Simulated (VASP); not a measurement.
# AlSi15C15N: single point with HSE06

The system is AlSi15C15N.

```
Si Al C N
1.0
     9.24014    0.00000    0.00000
     0.00000   10.66855    0.00000
     0.00000    0.00000   10.09335
Si Al C N
45 3 45 3
Direct
  0.16452 0.08176 0.25016
  0.16725 0.08287 0.74984
  0.99956 0.33325 0.24999
  0.99734 0.33169 0.74823
  0.50140 0.08280 0.25031
  0.49866 0.08247 0.75111
  0.33215 0.33531 0.24935
  0.33347 0.33350 0.74929
  0.16806 0.58406 0.25296
  0.16442 0.58437 0.74736
  0.00052 0.83400 0.25052
  0.00105 0.83358 0.74843
  0.83383 0.08181 0.24991
  0.83293 0.08197 0.74836
  0.66698 0.33313 0.24874
  0.66727 0.33185 0.74934
  0.49807 0.58422 0.25109
  0.50218 0.58419 0.74919
  0.33206 0.83084 0.25243
  0.33394 0.83516 0.75122
  0.83262 0.58463 0.25016
  0.66677 0.83320 0.25059
  0.66372 0.83356 0.75002
  0.00045 0.16550 0.50030
  0.99881 0.16725 0.99872
  0.33329 0.16730 0.50061
  0.33254 0.16793 0.99697
  0.16466 0.41725 0.50121
  0.16361 0.41671 0.99755
  0.00003 0.66724 0.50171
  0.99774 0.66587 0.00001
  0.66519 0.16551 0.49975
  0.66820 0.16684 0.99950
  0.49805 0.41788 0.50005
  0.50298 0.41730 0.99865
  0.33168 0.66614 0.50168
  0.16737 0.91466 0.49991
  0.16766 0.91687 0.99926
  0.83564 0.41707 0.50090
  0.83214 0.41804 0.00071
  0.66643 0.66864 0.50058
  0.66707 0.66516 0.99986
  0.49836 0.91630 0.99892
  0.83183 0.91486 0.49963
  0.83355 0.91476 0.99902
  0.83123 0.58378 0.74922
  0.33422 0.66632 0.99846
  0.50019 0.91693 0.50045
  0.00123 0.16716 0.18709
  0.00107 0.16495 0.68790
  0.33292 0.16773 0.68837
  0.16627 0.41642 0.18522
  0.16573 0.41637 0.68981
  0.00268 0.66638 0.18776
  0.00677 0.67054 0.68652
  0.66644 0.16735 0.18862
  0.66489 0.16600 0.68652
  0.50002 0.41407 0.18920
  0.50072 0.41505 0.68573
  0.33208 0.66490 0.19391
  0.33245 0.66548 0.69184
  0.16794 0.91829 0.18718
  0.16711 0.91834 0.68763
  0.83245 0.41576 0.19086
  0.83159 0.40760 0.68304
  0.66458 0.66629 0.18827
  0.65868 0.67161 0.68430
  0.49758 0.91819 0.18810
  0.49913 0.91892 0.69649
  0.83392 0.91661 0.18655
  0.83283 0.91621 0.68785
  0.16807 0.08358 0.43613
  0.16605 0.08535 0.93963
  0.99915 0.33168 0.43717
  0.99829 0.33404 0.93727
  0.49901 0.09516 0.43259
  0.49980 0.08644 0.94155
  0.33208 0.33346 0.43609
  0.33252 0.33563 0.93929
  0.16466 0.58117 0.43967
  0.99934 0.83422 0.43769
  0.00203 0.83166 0.93738
  0.83235 0.08499 0.43753
  0.83354 0.08236 0.93713
  0.66794 0.33176 0.93777
  0.50092 0.58127 0.43852
  0.50720 0.57812 0.93449
  0.32618 0.82890 0.43696
  0.33126 0.83988 0.93627
  0.83263 0.58119 0.43822
  0.83484 0.58284 0.94653
  0.67380 0.83014 0.43374
  0.66667 0.83276 0.93920
  0.33208 0.16787 0.18649
  0.15738 0.57830 0.93415
  0.66704 0.33437 0.43664
```

```yaml
Program: VASP 6.6.1
Task: single point
Functional: HSE06
Potentials_or_basis: VASP PAW PBE potentials, release 64 (Si, Al, C, N)
Cutoff: 520 eV
k_mesh: 1 × 1 × 1
Occupations: fermi-dirac, width 0.05 eV
Spin: no spin polarisation
```

| Item | Value |
| --- | --- |
| Pressure | -1.6 GPa |
| Largest force | 0.226 eV/Å |
| Band gap on the k mesh | 3.14 eV |

Forces on the atoms (eV/Å):
```
Si   0.012  0.013 -0.069
Si  -0.004  0.051 -0.084
Si  -0.011  0.039 -0.069
Si  -0.022  0.049 -0.102
Si   0.011  0.042 -0.017
Si  -0.005  0.006 -0.098
Si   0.037  0.043 -0.075
Si   0.002  0.032 -0.091
Si   0.053  0.090 -0.088
Si   0.007  0.076 -0.058
Si   0.014  0.063 -0.081
Si   0.032  0.017 -0.105
Si   0.011  0.039 -0.074
Si   0.036  0.037 -0.061
Si   0.002  0.054 -0.070
Si   0.048  0.068 -0.118
Si  -0.029  0.100 -0.076
Si   0.007  0.081 -0.052
Si  -0.009  0.022 -0.049
Si   0.057  0.114 -0.048
Si   0.008  0.044 -0.056
Si   0.030  0.038 -0.039
Si  -0.050  0.041 -0.114
Si  -0.006 -0.020 -0.094
Si  -0.004 -0.072 -0.086
Si   0.044 -0.043 -0.123
Si   0.001 -0.069 -0.059
Si  -0.021 -0.028 -0.088
Si  -0.026 -0.022 -0.086
Si   0.010 -0.061 -0.047
Si  -0.049 -0.078 -0.069
Si  -0.046 -0.060 -0.120
Si  -0.024 -0.053 -0.083
Si   0.002 -0.007 -0.065
Si  -0.006 -0.015 -0.098
Si  -0.027 -0.016 -0.108
Si  -0.013 -0.105 -0.097
Si   0.043 -0.076 -0.102
Si  -0.005 -0.026 -0.027
Si   0.019 -0.031 -0.107
Si  -0.004 -0.021 -0.050
Si   0.042 -0.057 -0.065
Si  -0.058 -0.086 -0.080
Si   0.016 -0.088 -0.090
Si  -0.005 -0.034 -0.066
Al   0.002  0.087 -0.074
Al   0.037 -0.030 -0.045
Al  -0.012 -0.109 -0.063
C    0.008 -0.073  0.089
C   -0.034 -0.078  0.080
C   -0.016 -0.071  0.087
C    0.009 -0.130  0.066
C    0.018 -0.101  0.089
C   -0.044 -0.087  0.066
C    0.044 -0.036  0.039
C   -0.021 -0.067  0.088
C    0.011 -0.070  0.062
C   -0.024 -0.135  0.094
C   -0.029 -0.108  0.068
C    0.008 -0.126  0.155
C   -0.025 -0.129  0.111
C   -0.025 -0.059  0.085
C   -0.026 -0.083  0.091
C   -0.004 -0.101  0.110
C    0.013 -0.197  0.050
C    0.008 -0.114  0.085
C   -0.027 -0.075  0.046
C    0.012 -0.059  0.076
C   -0.002 -0.086  0.151
C   -0.006 -0.078  0.072
C   -0.002 -0.080  0.062
C   -0.022  0.120  0.069
C    0.028  0.112  0.081
C   -0.015  0.077  0.072
C    0.033  0.092  0.096
C    0.019  0.219  0.046
C   -0.029  0.109  0.111
C    0.053  0.056  0.050
C   -0.004  0.096  0.071
C    0.026  0.076  0.073
C    0.004  0.117  0.081
C   -0.031  0.072  0.091
C   -0.004  0.111  0.084
C    0.007  0.100  0.082
C   -0.017  0.069  0.093
C   -0.017  0.060  0.041
C   -0.021  0.032  0.042
C   -0.045  0.062  0.070
C    0.016  0.208  0.086
C    0.010  0.050  0.059
C    0.055  0.078  0.141
C    0.037  0.085  0.051
C    0.003  0.118  0.097
N   -0.009 -0.024  0.038
N   -0.041 -0.018  0.009
N   -0.031  0.030  0.028
```

Stress tensor (GPa, compression positive):
```
 0.02  0.01 -0.01
 0.01 -2.92  0.05
-0.01  0.05 -1.97
```

Levels at points of the mesh, in eV from the valence-band top:
```csv
k point,band 188,band 189,band 190,band 191,band 192,band 193,band 194,band 195,band 196,band 197
"(0.00, 0.00, 0.00)",-0.70,-0.38,-0.12,-0.07,0.00,3.14,3.16,3.58,3.99,4.08
```

It took 5.5 min on 1 × NVIDIA H100 80GB with 1 thread of Intel(R) Xeon(R) Platinum 8481C CPU @ 2.70GHz (Sapphire Rapids) (shared host), peak memory 1.7 GiB.

Caveat: the k points lie up to 0.68 Å⁻¹ apart; the PAW data sets were made with another functional, which shifts forces and pressure a little. A k mesh can miss the band edges.
